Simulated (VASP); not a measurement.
NiTe2 (Melonite), 3 atoms in the cell. Symmetry: P-3m1, No. 164, trigonal system. Conventional cell: a = 3.961 Å, b = 3.961 Å, c = 5.435 Å, α = 90.00°, β = 90.00°, γ = 120.00°. Ni (site symmetry -3m) has 6 Te at 2.66 Å within 3.5 Å. Te (site symmetry 3m) has 3 Ni at 2.66 Å within 3.5 Å. 

```yaml
Program: VASP 6.6.1
Task: single point
Functional: PBEsol
Potentials_or_basis: VASP PAW PBE potentials, release 64 (Ni, Te)
Cutoff: 520 eV
k_mesh: 8 × 8 × 5
Occupations: methfessel-paxton, width 0.15 eV
Spin: collinear spin, ferromagnetic start
Starting_moments: "[2.0, 0.0, 0.0] μB"
Dipole_correction: no
Further_INCAR_settings: ALGO = Normal; EDIFF = 1e-07; NBANDS = 22
```

Potentials or basis: VASP PAW PBE potentials, release 64 (Ni, Te).

Command:

```bash
$ cat potpaw_PBE.64/Ni/POTCAR potpaw_PBE.64/Te/POTCAR > POTCAR
$ mpirun -np 1 vasp_std > vasp.out
```

Hardware: 1 thread of Intel(R) Xeon(R) Platinum 8488C (Sapphire Rapids), with other jobs on the host.

Problem. How long does it take, and how much memory?

Solution. It took 110 s on 1 thread of Intel(R) Xeon(R) Platinum 8488C (Sapphire Rapids) (shared host), peak memory 0.27 GiB. Counts: scf iterations 17, k points 40.
